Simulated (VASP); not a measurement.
ZnO:

```
Zn O
1.0
     3.23534    0.00000    0.00000
    -1.61767    2.80189    0.00000
     0.00000    0.00000    5.21095
Zn O
2 2
Cartesian
  0.0000 1.8679 -0.0122
  1.6177 0.9340 2.5932
  0.0000 1.8679 1.9663
  1.6177 0.9340 4.5718
```

Base run:

- Program: VASP 6.6.1
- Functional: LDA
- Potentials or basis: VASP PAW LDA potentials, release 64 (Zn, O)
- Cutoff: 520 eV
- k mesh: 12 × 12 × 6
- Occupations: gaussian, width 0.01 eV
- Spin: no spin polarisation

Its results: band gap on the k mesh 0.75 eV, direct; pressure -5.0 GPa; largest force 0.009 eV/Å.

Problem. The run is repeated on the same cell with these changes: functional from LDA to r2SCAN; potentials or basis from VASP PAW LDA potentials, release 64 (Zn, O) to VASP PAW PBE potentials, release 64 (Zn, O). What comes out?

Solution. Band gap on the k mesh 1.23 eV, direct; pressure 1.0 GPa; largest force 0.003 eV/Å.

Caveats: the PAW data sets were made with another functional, which shifts forces and pressure a little (some runs).

